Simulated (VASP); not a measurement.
# KI in VASP: a series of runs

The runs below take KI through single point, relaxation of cell and atoms, with PBE.

All numbers are computed with VASP 6.6.1; they aren't measurements. Logs are shortened: lines on timing, memory, paths and dates and some standing lists are left out, and cuts for length are marked.

## Step 1: The cell of the first run

The typed cell holds 4 atoms: a = 7.410 Å, b = 7.410 Å, c = 4.920 Å, α = 90.00°, β = 90.00°, γ = 97.08°.

## Step 2: Single point, PBE

File INCAR:

```
PREC = Accurate
ENCUT = 520
EDIFF = 1E-6
ISMEAR = 0
SIGMA = 0.1
LREAL = False
LASPH = True
NELM = 100
ALGO = Normal
ISIF = 2
LWAVE = False
LCHARG = False
GGA = PE
NBANDS = 24
```

File KPOINTS:

```
regular mesh
0
Gamma
  4 4 2
```

File POSCAR:

```
KI
1.0
    4.9061511226     -5.5531068569      0.0000000000
    4.9061511226      5.5531068569      0.0000000000
    0.0000000000      0.0000000000      4.9199192284
K I
2 2
Direct
    0.7500000000      0.2500000000      0.4999311143
    0.2500000000      0.7500000000      0.5000688857
    0.0000000000      0.5000000000      0.0000000000
    0.5000000000      0.0000000000      0.0000000000
```

Potentials or basis: VASP PAW PBE potentials, release 64 (K_sv, I).

On the command line:

```console
cat potpaw_PBE.64/K_sv/POTCAR potpaw_PBE.64/I/POTCAR > POTCAR
mpirun -np 1 vasp_std > vasp.out
```

OUTCAR:

```text
PREC = Accurate
   ENCUT = 520
   EDIFF = 1E-6
   ISMEAR = 0
   LREAL = False
   LASPH = True
   NELM = 100
   ISIF = 2
   GGA = PE

 ion  position               nearest neighbor table
   1  0.750  0.250  0.500-   3 3.47   4 3.47   3 3.47   4 3.47
   2  0.250  0.750  0.500-   3 3.47   4 3.47   3 3.47   4 3.47
   3  0.000  0.500  0.000-   1 3.47   2 3.47   2 3.47   1 3.47
   4  0.500  0.000  0.000-   1 3.47   2 3.47   2 3.47   1 3.47

  LATTYP: Found a base centered orthorhombic cell.
 ALAT       =     9.8123022452
 B/A-ratio  =     1.1318662467
 C/A-ratio  =     0.5014031473

  Lattice vectors:

 A1 = (   4.9061511226,  -5.5531068569,   0.0000000000)
 A2 = (   4.9061511226,   5.5531068569,   0.0000000000)
 A3 = (   0.0000000000,   0.0000000000,   4.9199192284)

Analysis of symmetry for initial positions (statically):
=====================================================================
 Subroutine PRICEL returns:
 Original cell was already a primitive cell.

 Routine SETGRP: Setting up the symmetry group for a
 base centered orthorhombic supercell.

 Subroutine GETGRP returns: Found  8 space group operations
 (whereof  4 operations were pure point group operations)
 out of a pool of  8 trial point group operations.

The static configuration has the point symmetry C_2h.
 The point group associated with its full space group is D_2h.

Analysis of symmetry for dynamics (positions and initial velocities):
=====================================================================
 Subroutine PRICEL returns:
 Original cell was already a primitive cell.

 Routine SETGRP: Setting up the symmetry group for a
 base centered orthorhombic supercell.

 Subroutine GETGRP returns: Found  8 space group operations
 (whereof  4 operations were pure point group operations)
 out of a pool of  8 trial point group operations.

The dynamic configuration has the point symmetry C_2h.
 The point group associated with its full space group is D_2h.

 Subroutine INISYM returns: Found  8 space group operations
 (whereof  4 operations are pure point group operations),
 and found     1 'primitive' translations

----------------------------------------------------------------------------------------

                                     Primitive cell

  volume of cell :     268.0803

  direct lattice vectors                    reciprocal lattice vectors
     4.906151123 -5.553106857  0.000000000     0.101912882 -0.090039686  0.000000000
     4.906151123  5.553106857  0.000000000     0.101912882  0.090039686  0.000000000
     0.000000000  0.000000000  4.919919228     0.000000000  0.000000000  0.203255369

  length of vectors
     7.409947004  7.409947004  4.919919228     0.135990370  0.135990370  0.203255369

  position of ions in fractional coordinates (direct lattice)
     0.750000000  0.250000000  0.499931114
     0.250000000  0.750000000  0.500068886
     0.000000000  0.500000000  0.000000000
     0.500000000  0.000000000  0.000000000

  ion indices of the primitive-cell ions
   primitive index   ion index
                 1           1
                 2           2
                 3           3
                 4           4

----------------------------------------------------------------------------------------

 KPOINTS: regular mesh

Automatic generation of k-mesh.
 Grid dimensions read from file:
 generate k-points for:    4    4    2

 Generating k-lattice:

  Cartesian coordinates                     Fractional coordinates (reciprocal lattice)
     0.025478220 -0.022509922  0.000000000     0.250000000  0.000000000  0.000000000
     0.025478220  0.022509922  0.000000000     0.000000000  0.250000000  0.000000000
     0.000000000  0.000000000  0.101627685     0.000000000  0.000000000  0.500000000

  Length of vectors
     0.033997592  0.033997592  0.101627685

  Shift w.r.t. Gamma in fractional coordinates (k-lattice)
     0.000000000  0.000000000  0.000000000

 Subroutine IBZKPT returns following result:
 ===========================================

 Found     14 irreducible k-points:

 Following reciprocal coordinates:
            Coordinates               Weight
  0.000000  0.000000  0.000000      1.000000
  0.250000  0.000000  0.000000      4.000000
  0.500000  0.000000  0.000000      2.000000
  0.250000  0.250000  0.000000      2.000000
  0.500000  0.250000  0.000000      4.000000
 -0.250000  0.250000  0.000000      2.000000
  0.500000  0.500000  0.000000      1.000000
  0.000000  0.000000  0.500000      1.000000
  0.250000  0.000000  0.500000      4.000000
  0.500000  0.000000  0.500000      2.000000
  0.250000  0.250000  0.500000      2.000000
  0.500000  0.250000  0.500000      4.000000
 -0.250000  0.250000  0.500000      2.000000
  0.500000  0.500000  0.500000      1.000000
   k-points           NKPTS =     14   k-points in BZ     NKDIM =     14   number of bands    NBANDS=     24
   number of dos      NEDOS =    301   number of ions     NIONS =      4
   total plane-waves  NPLWV = 125440
   dimension x,y,z NGX =    56 NGY =   56 NGZ =   40
   dimension x,y,z NGXF=   112 NGYF=  112 NGZF=   80
   ions per type =               2   2
   NGX,Y,Z   is equivalent  to a cutoff of  12.56, 12.56, 13.52 a.u.
   NGXF,Y,Z  is equivalent  to a cutoff of  25.13, 25.13, 27.03 a.u.
 SYSTEM =  unknown system
   PREC   = accura    normal or accurate (medium, high low for compatibility)
   ISTART =      0    job   : 0-new  1-cont  2-samecut
   ICHARG =      2    charge: 1-file 2-atom 10-const
   ISPIN  =      1    spin polarized calculation?
   LNONCOLLINEAR =      F non collinear calculations
   LSORBIT =      F    spin-orbit coupling
   LASPH  =      T    aspherical Exc in radial PAW
   ENCUT  =  520.0 eV  38.22 Ry    6.18 a.u.  13.78 13.78  9.15*2*pi/ulx,y,z
   NELM   =    100;   NELMIN=  2; NELMDL= -5     # of ELM steps
   EDIFF  = 0.1E-05   stopping-criterion for ELM
   LREAL  =      F    real-space projection
   EDIFFG = 0.1E-04   stopping-criterion for IOM
   NSW    =      0    number of steps for IOM
   IBRION =     -1    ionic relax: 0-MD 1-quasi-New 2-CG
   NFREE  =      0    steps in history (QN), initial steepest desc. (CG)
   ISIF   =      2    stress and relaxation
   ISYM   =      2    0-nonsym 1-usesym 2-fastsym
   POTIM  = 0.5000    time-step for ionic-motion
   TEBEG  =    0.0;   TEEND  =   0.0 temperature during run
   PSTRESS=    0.0 pullay stress
   NELECT =      32.0000    total number of electrons
   NUPDOWN=      -1.0000    fix difference up-down
   EMIN   =  10.00;   EMAX   =-10.00  energy-range for DOS
   EFERMI =   0.00;   METHOD = LEGACY
   ISMEAR =     0;   SIGMA  =   0.10  broadening in eV -4-tet -1-fermi 0-gaus
   EFERMI_NEDOS =   21; number of points for ismear=-14 and -15
   IALGO  =     38    algorithm
   IMIX   =      4    mixing-type and parameters
     AMIX     =   0.40;   BMIX     =  1.00
     AMIX_MAG =   1.60;   BMIX_MAG =  1.00
  volume/ion in A,a.u.               =      67.02       452.27
  Fermi-wavevector in a.u.,A,eV,Ry     =   0.806065  1.523241  8.840251  0.649740
  Thomas-Fermi vector in A             =   1.914427
   LORBIT       =      0    0 simple, 1 ext, 2 COOP (PROOUT), +10 PAW based schemes
   GGA     = PE    functional components
   LHFCALC =     F    Hartree Fock is set to
   AEXX    =    0.0000 exact exchange contribution
   IVDW    =     0    specifies the selected vdW correction
   LEPSILON=     F    determine dielectric tensor
   LRPA    =     F    only Hartree local field effects (RPA)
 non-spin polarized calculation
 Gauss-broadening in eV      SIGMA  =   0.10
  energy-cutoff  :      520.00
  volume of cell :      268.08
 maximum number of plane-waves:      7264
   NGX = 27   NGY = 27   NGZ = 19

 number of electron      31.9999994 magnetization

 Free energy of the ion-electron system (eV)
  ---------------------------------------------------
  ext. energy  EPLUGINS =         0.00000000
  ---------------------------------------------------
  free energy    TOTEN  =       -10.47900412 eV

  energy without entropy =      -10.47900412  energy(sigma->0) =      -10.47900412

 E-fermi :  -1.4212     XC(G=0):  -5.4680

 val. band max:       -1.9237627266   @ k =   0.5000   0.5000   0.5000
 cond. band min:       1.3862147398   @ k =   0.0000   0.0000   0.0000
 fundamental gap:      3.3099774664
 Fermi energy:        -1.4211968885

 k-point     1 :       0.0000    0.0000    0.0000
  band No.  band energies     occupation
      1     -31.0752      2.00000
      2     -31.0742      2.00000
      3     -14.6356      2.00000
      4     -14.6336      2.00000
      5     -14.6114      2.00000
      6     -14.5285      2.00000
[... 16 lines left out ...]
     23       5.3529      0.00000
     24       5.5004      0.00000

 k-point     2 :       0.2500    0.0000    0.0000
  band No.  band energies     occupation
      1     -31.0750      2.00000
      2     -31.0744      2.00000
      3     -14.6353      2.00000
      4     -14.6339      2.00000
      5     -14.5998      2.00000
      6     -14.5413      2.00000
[... 16 lines left out ...]
     23       5.3003      0.00000
     24       5.4920      0.00000

 k-point     3 :       0.5000    0.0000    0.0000
  band No.  band energies     occupation
      1     -31.0747      2.00000
      2     -31.0747      2.00000
      3     -14.6347      2.00000
      4     -14.6347      2.00000
      5     -14.5712      2.00000
      6     -14.5712      2.00000
[... 16 lines left out ...]
     23       5.1436      0.00000
     24       5.1436      0.00000
[... 244 lines left out ...]
 k-point    13 :      -0.2500    0.2500    0.5000
  band No.  band energies     occupation
      1     -31.0743      2.00000
      2     -31.0734      2.00000
      3     -14.6334      2.00000
      4     -14.6314      2.00000
      5     -14.6047      2.00000
      6     -14.5545      2.00000
[... 16 lines left out ...]
     23       5.3532      0.00000
     24       5.4306      0.00000

 k-point    14 :       0.5000    0.5000    0.5000
  band No.  band energies     occupation
      1     -31.0742      2.00000
      2     -31.0735      2.00000
      3     -14.6357      2.00000
      4     -14.6293      2.00000
      5     -14.6042      2.00000
      6     -14.5548      2.00000
[... 16 lines left out ...]
     23       5.1773      0.00000
     24       5.6149      0.00000

------------------------ aborting loop because EDIFF is reached ----------------------------------------

  FORCE on cell =-STRESS in cart. coord.  units (eV):
  Direction    XX          YY          ZZ          XY          YZ          ZX
  --------------------------------------------------------------------------------------
  -------------------------------------------------------------------------------------
  Total       -0.3429743      0.3135971      0.2732723      0.0000000      0.0000000      0.0000000
  in kB       -2.0497801      1.8742074      1.6332072      0.0000000      0.0000000      0.0000000
  external PRESSURE =       0.4858782 kB  Pullay stress =       0.0000000 kB

 VOLUME and BASIS-vectors are now :
 -----------------------------------------------------------------------------
  energy-cutoff  :      520.00
  volume of cell :      268.08
      direct lattice vectors                 reciprocal lattice vectors
     4.906151123 -5.553106857  0.000000000     0.101912882 -0.090039686  0.000000000
     4.906151123  5.553106857  0.000000000     0.101912882  0.090039686  0.000000000
     0.000000000  0.000000000  4.919919228     0.000000000  0.000000000  0.203255369

 POSITION                                       TOTAL-FORCE (eV/Angst)
 -----------------------------------------------------------------------------------
      4.90615     -2.77655      2.45962         0.000000      0.000000      0.000426
      4.90615      2.77655      2.46030        -0.000000      0.000000     -0.000426
      2.45308      2.77655      0.00000         0.000000     -0.000000      0.000000
      2.45308     -2.77655      0.00000         0.000000     -0.000000      0.000000
 -----------------------------------------------------------------------------------
    total drift:                               -0.000000     -0.000000      0.000000

  FREE ENERGIE OF THE ION-ELECTRON SYSTEM (eV)
  ---------------------------------------------------
  free  energy   TOTEN  =       -10.4790041246 eV

  energy  without entropy=      -10.4790041246  energy(sigma->0) =      -10.47900412
```

Run time: 61 s. Hardware: 1 thread of Intel Xeon Platinum 8559C (Emerald Rapids), shared host; peak memory 0.36 GiB.

What came out:

| Item | Value |
| --- | --- |
| Free energy | -10.4790 eV |
| Pressure | 0.0 GPa |
| Band gap on the k mesh | 3.31 eV |

Levels at points of the mesh, in eV from the valence-band top:
```tsv
k point	band 13	band 14	band 15	band 16	band 17	band 18	band 19	band 20
(0.00, 0.00, 0.00)	-0.34	-0.20	-0.20	-0.18	3.31	4.89	5.19	6.31
(0.50, 0.00, 0.00)	-0.35	-0.35	-0.27	-0.27	4.41	4.41	5.83	5.83
(0.50, 0.50, 0.00)	-0.37	-0.17	-0.16	-0.13	4.81	5.11	5.24	5.35
(0.00, 0.00, 0.50)	-0.74	-0.35	-0.27	-0.13	5.11	5.24	5.30	5.31
(0.50, 0.00, 0.50)	-0.57	-0.57	-0.22	-0.22	5.14	5.14	6.00	6.00
(0.50, 0.50, 0.50)	-0.79	-0.45	-0.33	0.00	4.88	4.91	6.51	6.55
```

Caveat: the k points lie up to 0.64 Å⁻¹ apart; spin-orbit coupling is left out, which moves the levels of the heavy elements. A k mesh can miss the band edges.

## Step 3: Relaxation of cell and atoms, PBE

This run uses another cell than the first one: it holds 2 atoms, not 4.

File INCAR:

```
PREC = Accurate
ENCUT = 600
EDIFF = 1E-6
ISMEAR = 0
SIGMA = 0.1
LREAL = False
LASPH = True
NELM = 60
ALGO = Normal
ISIF = 3
LWAVE = False
LCHARG = False
GGA = PE
IBRION = 2
NSW = 90
EDIFFG = -0.04
```

File KPOINTS:

```
regular mesh
0
Gamma
  4 4 4
```

File POSCAR:

```
KI
1.0
    4.9130351755      0.0000000000      0.0000000000
    0.0000000000      4.9130351755      0.0000000000
    0.0000000000      0.0000000000      5.5531068569
K I
1 1
Direct
    0.0000000000      0.0000000000      0.5000000000
    0.5000000000      0.5000000000      0.5000000000
```

Potentials or basis: VASP PAW PBE potentials, release 64 (K_sv, I).

On the command line:

```console
cat potpaw_PBE.64/K_sv/POTCAR potpaw_PBE.64/I/POTCAR > POTCAR
mpirun -np 1 vasp_std > vasp.out
```

It took 2.5 min on 1 thread of Intel Xeon Platinum 8559C (Emerald Rapids), shared host; peak memory 0.29 GiB.

The run converged. Its results:

- Free energy: -5.2891 eV
- Relaxed cell: a = 4.904 Å, b = 4.904 Å, c = 6.890 Å, α = 90.00°, β = 90.00°, γ = 90.00°
- Space group after relaxing (to 0.05 Å): P4/mmm (No. 123)
- Energy gained by relaxing: 7.8 meV/atom
- Ionic steps: 10
- Pressure after relaxing: 0.0 GPa
- Band gap on the k mesh: 3.62 eV, indirect (least direct gap 3.67 eV)

The path:
```csv
step,energy change (eV),largest force (eV/Å),pressure (GPa),volume (Å³)
1,0.0000,0.0000,-0.03,134.04
2,-0.0011,0.0000,0.03,133.78
3,-0.0017,0.0000,0.18,133.10
4,-0.0018,0.0000,0.13,133.32
5,-0.0029,0.0000,0.12,134.41
6,-0.0057,0.0000,0.09,137.69
7,-0.0097,0.0000,0.04,144.30
8,-0.0136,0.0000,-0.06,157.71
9,-0.0142,0.0000,-0.08,164.07
10,-0.0155,0.0000,-0.01,165.74
```

Final structure:
```yaml
crystal:
  lattice:
    - [4.90449, 0.00000, 0.00000]
    - [0.00000, 4.90449, 0.00000]
    - [0.00000, 0.00000, 6.89043]
  atoms:
    - { symbol: K, position: [0.00000, 0.00000, 0.50000] }
    - { symbol: I, position: [0.50000, 0.50000, 0.50000] }
```

Levels at points of the mesh, in eV from the valence-band top:
| k point | band 6 | band 7 | band 8 | band 9 | band 10 | band 11 |
| --- | --- | --- | --- | --- | --- | --- |
| (0.00, 0.00, 0.00) | -0.24 | -0.04 | -0.04 | 3.62 | 5.41 | 6.14 |
| (0.50, 0.00, 0.00) | -1.03 | -0.22 | -0.15 | 5.43 | 5.44 | 6.44 |
| (0.50, 0.50, 0.00) | -0.63 | -0.63 | 0.00 | 5.40 | 6.24 | 6.24 |
| (0.00, 0.00, 0.50) | -0.32 | -0.04 | -0.04 | 4.50 | 5.11 | 5.44 |
| (0.50, 0.00, 0.50) | -1.02 | -0.21 | -0.21 | 5.21 | 6.33 | 6.56 |
| (0.50, 0.50, 0.50) | -0.62 | -0.62 | -0.04 | 5.71 | 5.71 | 5.82 |

Caveat: the volume moved by over 15 % at a fixed basis, so the end points are rough; spin-orbit coupling is left out, which moves the levels of the heavy elements.
